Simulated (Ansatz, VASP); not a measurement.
GaN in VASP and in Ansatz

```
CELL_PARAMETERS angstrom
0.00000 1.95183 1.95183
1.95183 0.00000 1.95183
1.95183 1.95183 0.00000
ATOMIC_POSITIONS crystal
Ga 0.50000 0.50000 0.50000
N 0.00000 0.00000 0.00000
```

Change from the starting cell: volume scaled by 0.94, crystal datasets.

Alike in both runs: task electric field gradients; functional PBEsol; k mesh 13 × 13 × 13; occupations fermi-dirac, width 0.02 eV; no spin polarisation.

|  | VASP | Ansatz |
| --- | --- | --- |
| version | VASP 6.6.1 | Ansatz 0.2.0 |
| potentials or method | VASP PAW PBE potentials, release 64 (Ga_d, N), cutoff 520 eV | all-electron PAW with datasets made for the crystal, scalar-relativistic |

|  | VASP | Ansatz | Ansatz less VASP |
| --- | --- | --- | --- |
| gap on the k mesh at the Fermi level (eV) | 2.27 | 2.29 | +0.014 |
| pressure (GPa) | 92.5 | 91.7 | -0.86 |

VASP's potentials were made for PBE, not for PBEsol. Both programs put the cell under a high pressure, so it lies far from rest at this level. Ansatz ran all-electron here, and VASP with PAW potentials.

Noted on VASP's run: the cell as given lies far from equilibrium.
